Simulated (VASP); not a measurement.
# Ta2NbN3 (P-62m) in VASP: further runs

The runs below take Ta2NbN3 through single point, with PBE.

All numbers are computed with VASP 6.6.1; they aren't measurements. Logs are shortened: lines on timing, memory, paths and dates and some standing lists are left out, and cuts for length are marked.

## (1) The cell of the first run

The structure is hexagonal, space group P-62m (No. 189). The conventional cell has a = 5.232 Å, b = 5.232 Å, c = 2.915 Å, α = 90.00°, β = 90.00°, γ = 120.00°. Ta (site symmetry -6) has 6 N at 2.17 Å and 5 Ta at 2.91 to 3.02 Å within 3.1 Å. Nb (site symmetry -62m) has 3 N at 2.06 Å within 2.7 Å. N (site symmetry m2m) has 1 Nb at 2.06 Å and 4 Ta at 2.17 Å and 4 N at 2.79 Å within 2.8 Å.

## (2) Single point, PBE

Contents of INCAR:

```
SYSTEM = Ta2NbN3
PREC = Accurate ; ENCUT = 700
EDIFF = 1E-6 ; ISMEAR = 0
SIGMA = 0.1 ; LREAL = .FALSE.
LASPH = .TRUE. ; NELM = 120
ALGO = Normal ; ISIF = 2
LWAVE = .FALSE. ; LCHARG = .FALSE.
GGA = PE ; NBANDS = 36
GGA_COMPAT = .FALSE.
```

Contents of KPOINTS:

```
Automatic mesh
0
G
  6 6 12
  0 0 0
```

Contents of POSCAR:

```
Ta2NbN3
1.0
    5.2319718788      0.0000000000      0.0000000000
   -2.6159859394      4.5310205590      0.0000000000
    0.0000000000      0.0000000000      2.9147032172
Ta Nb N
2 1 3
Direct
    0.3333333333      0.6666666667      0.5000000000
    0.6666666667      0.3333333333      0.5000000000
    0.0000000000      0.0000000000      0.0000000000
    0.3944119945      0.0000000000      0.0000000000
    0.0000000000      0.3944119945      0.0000000000
    0.6055880055      0.6055880055      0.0000000000
```

Potentials or basis: VASP PAW PBE potentials, release 64 (Ta_sv_GW, Nb_sv, N).

Started as:

```sh
$ cat potpaw_PBE.64/Ta_sv_GW/POTCAR potpaw_PBE.64/Nb_sv/POTCAR potpaw_PBE.64/N/POTCAR > POTCAR
$ mpirun -np 1 vasp_std > vasp.out
```

OUTCAR:

```text
SYSTEM = Ta2NbN3
   PREC = Accurate
   ENCUT = 700
   EDIFF = 1E-6
   ISMEAR = 0
   LREAL = .FALSE.
   LASPH = .TRUE.
   NELM = 120
   ISIF = 2
   GGA = PE

 ion  position               nearest neighbor table
   1  0.333  0.667  0.500-   4 2.17   4 2.17   5 2.17   5 2.17   6 2.17   6 2.17   2 3.02   2 3.02
                             2 3.02
   2  0.667  0.333  0.500-   5 2.17   5 2.17   4 2.17   4 2.17   6 2.17   6 2.17   1 3.02   1 3.02
                             1 3.02
   3  0.000  0.000  0.000-   4 2.06   5 2.06   6 2.06
   4  0.394  0.000  0.000-   3 2.06   1 2.17   1 2.17   2 2.17   2 2.17
   5  0.000  0.394  0.000-   3 2.06   2 2.17   2 2.17   1 2.17   1 2.17
   6  0.606  0.606  0.000-   3 2.06   1 2.17   1 2.17   2 2.17   2 2.17

  LATTYP: Found a hexagonal cell.
 ALAT       =     5.2319718788
 C/A-ratio  =     0.5570945878

  Lattice vectors:

 A1 = (   5.2319718788,   0.0000000000,   0.0000000000)
 A2 = (  -2.6159859394,   4.5310205590,   0.0000000000)
 A3 = (   0.0000000000,   0.0000000000,   2.9147032172)

Analysis of symmetry for initial positions (statically):
=====================================================================
 Subroutine PRICEL returns:
 Original cell was already a primitive cell.

 Routine SETGRP: Setting up the symmetry group for a
 hexagonal supercell.

 Subroutine GETGRP returns: Found 12 space group operations
 (whereof 12 operations were pure point group operations)
 out of a pool of 24 trial point group operations.

The static configuration has the point symmetry D_3h.

Analysis of symmetry for dynamics (positions and initial velocities):
=====================================================================
 Subroutine PRICEL returns:
 Original cell was already a primitive cell.

 Routine SETGRP: Setting up the symmetry group for a
 hexagonal supercell.

 Subroutine GETGRP returns: Found 12 space group operations
 (whereof 12 operations were pure point group operations)
 out of a pool of 24 trial point group operations.

The dynamic configuration has the point symmetry D_3h.

 Subroutine INISYM returns: Found 12 space group operations
 (whereof 12 operations are pure point group operations),
 and found     1 'primitive' translations

----------------------------------------------------------------------------------------

                                     Primitive cell

  volume of cell :      69.0965

  direct lattice vectors                    reciprocal lattice vectors
     5.231971879  0.000000000  0.000000000     0.191132526  0.110350415  0.000000000
    -2.615985939  4.531020559  0.000000000     0.000000000  0.220700830  0.000000000
     0.000000000  0.000000000  2.914703217     0.000000000  0.000000000  0.343088104

  length of vectors
     5.231971879  5.231971879  2.914703217     0.220700830  0.220700830  0.343088104

  position of ions in fractional coordinates (direct lattice)
     0.333333333  0.666666667  0.500000000
     0.666666667  0.333333333  0.500000000
     0.000000000  0.000000000  0.000000000
     0.394411994  0.000000000  0.000000000
     0.000000000  0.394411994  0.000000000
     0.605588006  0.605588006  0.000000000

  ion indices of the primitive-cell ions
   primitive index   ion index
                 1           1
                 2           2
                 3           3
                 4           4
                 5           5
                 6           6

----------------------------------------------------------------------------------------

 KPOINTS: Automatic mesh

Automatic generation of k-mesh.
 Grid dimensions read from file:
 generate k-points for:    6    6   12

 Generating k-lattice:

  Cartesian coordinates                     Fractional coordinates (reciprocal lattice)
     0.031855421  0.018391736  0.000000000     0.166666667  0.000000000  0.000000000
     0.000000000  0.036783472  0.000000000     0.000000000  0.166666667  0.000000000
     0.000000000  0.000000000  0.028590675     0.000000000  0.000000000  0.083333333

  Length of vectors
     0.036783472  0.036783472  0.028590675

  Shift w.r.t. Gamma in fractional coordinates (k-lattice)
     0.000000000  0.000000000  0.000000000

 Subroutine IBZKPT returns following result:
 ===========================================

 Found     49 irreducible k-points:

 Following reciprocal coordinates:
            Coordinates               Weight
  0.000000  0.000000  0.000000      1.000000
  0.166667  0.000000  0.000000      6.000000
  0.333333  0.000000  0.000000      6.000000
  0.500000  0.000000  0.000000      3.000000
  0.166667  0.166667  0.000000      6.000000
  0.333333  0.166667  0.000000     12.000000
[... 16 lines left out ...]
  0.166667  0.000000  0.250000     12.000000
  0.333333  0.000000  0.250000     12.000000
 [... further k-points ...]
   k-points           NKPTS =     49   k-points in BZ     NKDIM =     49   number of bands    NBANDS=     36
   number of dos      NEDOS =    301   number of ions     NIONS =      6
   total plane-waves  NPLWV =  64512
   dimension x,y,z NGX =    48 NGY =   48 NGZ =   28
   dimension x,y,z NGXF=    96 NGYF=   96 NGZF=   56
   ions per type =               2   1   3
   NGX,Y,Z   is equivalent  to a cutoff of  15.25, 15.25, 15.97 a.u.
   NGXF,Y,Z  is equivalent  to a cutoff of  30.50, 30.50, 31.94 a.u.
 SYSTEM =  Ta2NbN3
   PREC   = accura    normal or accurate (medium, high low for compatibility)
   ISTART =      0    job   : 0-new  1-cont  2-samecut
   ICHARG =      2    charge: 1-file 2-atom 10-const
   ISPIN  =      1    spin polarized calculation?
   LNONCOLLINEAR =      F non collinear calculations
   LSORBIT =      F    spin-orbit coupling
   LASPH  =      T    aspherical Exc in radial PAW
   ENCUT  =  700.0 eV  51.45 Ry    7.17 a.u.  11.29 11.29  6.29*2*pi/ulx,y,z
   NELM   =    120;   NELMIN=  2; NELMDL= -5     # of ELM steps
   EDIFF  = 0.1E-05   stopping-criterion for ELM
   LREAL  =      F    real-space projection
[... 7 lines left out ...]
   TEBEG  =    0.0;   TEEND  =   0.0 temperature during run
   PSTRESS=    0.0 pullay stress
   NELECT =      54.0000    total number of electrons
   NUPDOWN=      -1.0000    fix difference up-down
   EMIN   =  10.00;   EMAX   =-10.00  energy-range for DOS
   EFERMI =   0.00;   METHOD = LEGACY
   ISMEAR =     0;   SIGMA  =   0.10  broadening in eV -4-tet -1-fermi 0-gaus
   EFERMI_NEDOS =   21; number of points for ismear=-14 and -15
   IALGO  =     38    algorithm
   IMIX   =      4    mixing-type and parameters
     AMIX     =   0.40;   BMIX     =  1.00
     AMIX_MAG =   1.60;   BMIX_MAG =  1.00
  volume/ion in A,a.u.               =      11.52        77.71
  Fermi-wavevector in a.u.,A,eV,Ry     =   1.507952  2.849616 30.938546  2.273919
  Thomas-Fermi vector in A             =   2.618470
   LORBIT       =      0    0 simple, 1 ext, 2 COOP (PROOUT), +10 PAW based schemes
   GGA     = PE    functional components
   LHFCALC =     F    Hartree Fock is set to
   AEXX    =    0.0000 exact exchange contribution
   IVDW    =     0    specifies the selected vdW correction
   LEPSILON=     F    determine dielectric tensor
   LRPA    =     F    only Hartree local field effects (RPA)
 non-spin polarized calculation
 Gauss-broadening in eV      SIGMA  =   0.10
  energy-cutoff  :      700.00
  volume of cell :       69.10
 maximum number of plane-waves:      2947
 NGX is ok and might be reduce to    48
   NGX = 23   NGY = 23   NGZ = 13

 number of electron      54.0000001 magnetization

 Free energy of the ion-electron system (eV)
  ---------------------------------------------------
  ext. energy  EPLUGINS =         0.00000000
  ---------------------------------------------------
  free energy    TOTEN  =       -71.00629855 eV

  energy without entropy =      -71.00308090  energy(sigma->0) =      -71.00468972

 E-fermi :  12.2966     XC(G=0): -13.1051

 val. band max:       12.1600804014   @ k =   0.1667   0.0000   0.0833
 cond. band min:      12.3339391323   @ k =   0.1667   0.0000   0.3333
 fundamental gap:      0.1738587310
 Fermi energy:        12.2966276233

 k-point     1 :       0.0000    0.0000    0.0000
  band No.  band energies     occupation
      1     -57.2498      2.00000
      2     -57.2096      2.00000
      3     -43.6613      2.00000
      4     -23.9580      2.00000
      5     -23.9580      2.00000
      6     -23.5695      2.00000
[... 28 lines left out ...]
     35      14.9247      0.00000
     36      14.9247      0.00000

 k-point     2 :       0.1667    0.0000    0.0000
  band No.  band energies     occupation
      1     -57.2474      2.00000
      2     -57.2119      2.00000
      3     -43.6613      2.00000
      4     -23.9677      2.00000
      5     -23.9406      2.00000
      6     -23.5866      2.00000
[... 28 lines left out ...]
     35      15.1445      0.00000
     36      15.2212      0.00000

 k-point     3 :       0.3333    0.0000    0.0000
  band No.  band energies     occupation
      1     -57.2413      2.00000
      2     -57.2181      2.00000
      3     -43.6614      2.00000
      4     -23.9859      2.00000
      5     -23.8938      2.00000
      6     -23.6335      2.00000
[... 28 lines left out ...]
     35      15.6693      0.00000
     36      16.0065      0.00000

 k-point     4 :       0.5000    0.0000    0.0000
  band No.  band energies     occupation
      1     -57.2364      2.00000
      2     -57.2230      2.00000
      3     -43.6614      2.00000
      4     -23.9945      2.00000
      5     -23.8584      2.00000
      6     -23.6695      2.00000
[... 28 lines left out ...]
     35      15.5399      0.00000
     36      16.1880      0.00000

 k-point     5 :       0.1667    0.1667    0.0000
  band No.  band energies     occupation
      1     -57.2431      2.00000
      2     -57.2163      2.00000
      3     -43.6614      2.00000
      4     -23.9821      2.00000
      5     -23.9056      2.00000
      6     -23.6238      2.00000
[... 655 lines left out ...]
 k-point    22 :       0.0000    0.0000    0.2500
  band No.  band energies     occupation
      1     -57.2282      2.00000
      2     -57.1886      2.00000
      3     -43.6209      2.00000
      4     -23.8890      2.00000
      5     -23.8890      2.00000
      6     -23.8794      2.00000
[... 28 lines left out ...]
     35      15.7417      0.00000
     36      15.7417      0.00000

 k-point    23 :       0.1667    0.0000    0.2500
  band No.  band energies     occupation
      1     -57.2258      2.00000
      2     -57.1909      2.00000
      3     -43.6209      2.00000
      4     -23.8974      2.00000
      5     -23.8728      2.00000
      6     -23.8716      2.00000
[... 28 lines left out ...]
     35      15.5595      0.00000
     36      16.3568      0.00000

 k-point    24 :       0.3333    0.0000    0.2500
  band No.  band energies     occupation
      1     -57.2198      2.00000
      2     -57.1970      2.00000
      3     -43.6209      2.00000
      4     -23.9132      2.00000
      5     -23.8530      2.00000
      6     -23.8316      2.00000
[... 28 lines left out ...]
     35      15.6154      0.00000
     36      16.7574      0.00000

 [... further k-points ...]

------------------------ aborting loop because EDIFF is reached ----------------------------------------

  FORCE on cell =-STRESS in cart. coord.  units (eV):
  Direction    XX          YY          ZZ          XY          YZ          ZX
  --------------------------------------------------------------------------------------
  -------------------------------------------------------------------------------------
  Total       -0.1011873     -0.1011873     -0.0219464      0.0000000     -0.0000000      0.0000000
  in kB       -2.3462854     -2.3462854     -0.5088824      0.0000000     -0.0000000      0.0000000
  external PRESSURE =      -1.7338177 kB  Pullay stress =       0.0000000 kB

 VOLUME and BASIS-vectors are now :
 -----------------------------------------------------------------------------
  energy-cutoff  :      700.00
  volume of cell :       69.10
      direct lattice vectors                 reciprocal lattice vectors
     5.231971879  0.000000000  0.000000000     0.191132526  0.110350415  0.000000000
    -2.615985939  4.531020559  0.000000000     0.000000000  0.220700830  0.000000000
     0.000000000  0.000000000  2.914703217     0.000000000  0.000000000  0.343088104

 POSITION                                       TOTAL-FORCE (eV/Angst)
 -----------------------------------------------------------------------------------
     -0.00000      3.02068      1.45735         0.000000     -0.000000      0.000000
      2.61599      1.51034      1.45735         0.000000     -0.000000      0.000000
      0.00000      0.00000      0.00000         0.000000     -0.000000      0.000000
      2.06355      0.00000      0.00000        -0.027714     -0.000000     -0.000000
     -1.03178      1.78709      0.00000         0.013857     -0.024001     -0.000000
      1.58421      2.74393      0.00000         0.013857      0.024001      0.000000
 -----------------------------------------------------------------------------------
    total drift:                               -0.000000     -0.000000      0.000000

  FREE ENERGIE OF THE ION-ELECTRON SYSTEM (eV)
  ---------------------------------------------------
  free  energy   TOTEN  =       -71.0062985460 eV

  energy  without entropy=      -71.0030808987  energy(sigma->0) =      -71.00468972
```

Run time: 2.5 min. Hardware: 1 thread of Intel Xeon 6975P-C (Granite Rapids), shared host; peak memory 0.37 GiB.

Results:

```
Free energy            : -71.0063 eV
Pressure               : -0.2 GPa
Largest force          : 0.028 eV/Å
Band gap on the k mesh : zero (bands 27 and 28 overlap by 2.89 eV)
```

Forces on the atoms (eV/Å):
```
Ta   0.000  0.000  0.000
Ta   0.000  0.000  0.000
Nb   0.000  0.000  0.000
N   -0.028  0.000  0.000
N    0.014 -0.024  0.000
N    0.014  0.024  0.000
```

Stress tensor (GPa, compression positive):
```
-0.23  0.00  0.00
 0.00 -0.23  0.00
 0.00  0.00 -0.05
```

Caveat: spin-orbit coupling is left out, which moves the levels of the heavy elements.

## (3) Single point, PBE

Contents of INCAR:

```
  PREC = Accurate
  ENCUT = 700
  EDIFF = 1E-6
  ISMEAR = 0
  SIGMA = 0.1
  LREAL = False
  LASPH = True
  NELM = 120
  ALGO = Normal
  ISIF = 2
  LWAVE = False
  LCHARG = False
  GGA = PE
  NBANDS = 36
  GGA_COMPAT = False
```

Contents of KPOINTS:

```
regular mesh
0
Gamma
  6 6 10
```

Contents of POSCAR:

```
Ta2NbN3
1.0
    5.2280154039      0.0000000000      0.0000000000
   -2.6140077020      4.5275941511      0.0000000000
    0.0000000000      0.0000000000      2.9187374185
Ta Nb N
2 1 3
Direct
    0.3333333333      0.6666666667      0.5000000000
    0.6666666667      0.3333333333      0.5000000000
    0.0000000000      0.0000000000      0.0000000000
    0.3946437177      0.0000000000      0.0000000000
    0.0000000000      0.3946437177      0.0000000000
    0.6053562823      0.6053562823      0.0000000000
```

Potentials or basis: VASP PAW PBE potentials, release 64 (Ta_sv_GW, Nb_sv, N).

Started as:

```sh
$ cat potpaw_PBE.64/Ta_sv_GW/POTCAR potpaw_PBE.64/Nb_sv/POTCAR potpaw_PBE.64/N/POTCAR > POTCAR
$ mpirun -np 1 vasp_std > vasp.out
```

OUTCAR:

```text
PREC = Accurate
   ENCUT = 700
   EDIFF = 1E-6
   ISMEAR = 0
   LREAL = False
   LASPH = True
   NELM = 120
   ISIF = 2
   GGA = PE

 ion  position               nearest neighbor table
   1  0.333  0.667  0.500-   4 2.17   4 2.17   5 2.17   5 2.17   6 2.17   6 2.17   2 3.02   2 3.02
                             2 3.02
   2  0.667  0.333  0.500-   5 2.17   5 2.17   4 2.17   4 2.17   6 2.17   6 2.17   1 3.02   1 3.02
                             1 3.02
   3  0.000  0.000  0.000-   6 2.06   5 2.06   4 2.06
   4  0.395  0.000  0.000-   3 2.06   1 2.17   1 2.17   2 2.17   2 2.17
   5  0.000  0.395  0.000-   3 2.06   2 2.17   2 2.17   1 2.17   1 2.17
   6  0.605  0.605  0.000-   3 2.06   2 2.17   2 2.17   1 2.17   1 2.17

  LATTYP: Found a hexagonal cell.
 ALAT       =     5.2280154039
 C/A-ratio  =     0.5582878383

  Lattice vectors:

 A1 = (   5.2280154039,   0.0000000000,   0.0000000000)
 A2 = (  -2.6140077020,   4.5275941511,   0.0000000000)
 A3 = (   0.0000000000,   0.0000000000,   2.9187374185)

Analysis of symmetry for initial positions (statically):
=====================================================================
 Subroutine PRICEL returns:
[... 184 lines left out ...]
 fundamental gap:      0.2400720722
 Fermi energy:        12.1648089280

 k-point     1 :       0.0000    0.0000    0.0000
  band No.  band energies     occupation
      1     -57.2501      2.00000
      2     -57.2096      2.00000
      3     -43.6652      2.00000
      4     -23.9595      2.00000
      5     -23.9595      2.00000
      6     -23.5690      2.00000
[... 925 lines left out ...]
     35      15.6033      0.00000
     36      17.0230      0.00000

 [... further k-points ...]

------------------------ aborting loop because EDIFF is reached ----------------------------------------

  FORCE on cell =-STRESS in cart. coord.  units (eV):
  Direction    XX          YY          ZZ          XY          YZ          ZX
  --------------------------------------------------------------------------------------
  -------------------------------------------------------------------------------------
  Total       -0.1011047     -0.1011047     -0.0410051      0.0000000      0.0000000      0.0000000
  in kB       -2.3446748     -2.3446748     -0.9509306      0.0000000      0.0000000      0.0000000
  external PRESSURE =      -1.8800934 kB  Pullay stress =       0.0000000 kB

 VOLUME and BASIS-vectors are now :
 -----------------------------------------------------------------------------
  energy-cutoff  :      700.00
  volume of cell :       69.09
      direct lattice vectors                 reciprocal lattice vectors
     5.228015404  0.000000000  0.000000000     0.191277172  0.110433927  0.000000000
    -2.614007702  4.527594151  0.000000000     0.000000000  0.220867853  0.000000000
     0.000000000  0.000000000  2.918737419     0.000000000  0.000000000  0.342613897

 POSITION                                       TOTAL-FORCE (eV/Angst)
 -----------------------------------------------------------------------------------
     -0.00000      3.01840      1.45937        -0.000000      0.000000      0.000000
      2.61401      1.50920      1.45937        -0.000000      0.000000      0.000000
      0.00000      0.00000      0.00000        -0.000000      0.000000      0.000000
      2.06320      0.00000      0.00000        -0.022479      0.000000      0.000000
     -1.03160      1.78679      0.00000         0.011240     -0.019467     -0.000000
      1.58241      2.74081      0.00000         0.011240      0.019467      0.000000
 -----------------------------------------------------------------------------------
    total drift:                               -0.000000     -0.000000      0.000000

  FREE ENERGIE OF THE ION-ELECTRON SYSTEM (eV)
  ---------------------------------------------------
  free  energy   TOTEN  =       -71.0072867099 eV

  energy  without entropy=      -71.0037184853  energy(sigma->0) =      -71.00550260
```

It took 2.1 min on 1 thread of Intel Xeon 6975P-C (Granite Rapids), shared host; peak memory 0.35 GiB.

Results:

- Free energy: -71.0073 eV
- Pressure: -0.2 GPa
- Largest force: 0.022 eV/Å
- Band gap on the k mesh: zero (bands 27 and 28 overlap by 2.77 eV)

Forces in eV/Å, atoms in the order of the input:
```
Ta   0.000  0.000  0.000
Ta   0.000  0.000  0.000
Nb   0.000  0.000  0.000
N   -0.022  0.000  0.000
N    0.011 -0.019  0.000
N    0.011  0.019  0.000
```

Levels at points of the mesh, in eV from the Fermi level:
```csv
k point,band 24,band 25,band 26,band 27,band 28,band 29,band 30,band 31
"(0.00, 0.00, 0.00)",-4.05,-3.16,-1.47,-0.90,-0.90,0.54,0.54,1.88
"(0.50, 0.00, 0.00)",-3.74,-3.44,-2.61,-2.48,1.25,1.83,1.83,1.99
"(0.00, 0.00, 0.50)",-3.87,-2.77,-2.77,1.71,1.71,1.89,1.89,2.16
"(0.50, 0.00, 0.50)",-3.84,-3.11,-1.70,-1.02,0.59,1.15,3.02,3.14
```

Caveat: spin-orbit coupling is left out, which moves the levels of the heavy elements.

The gap in the log of VASP goes by the Fermi energy; the results here count the filled bands.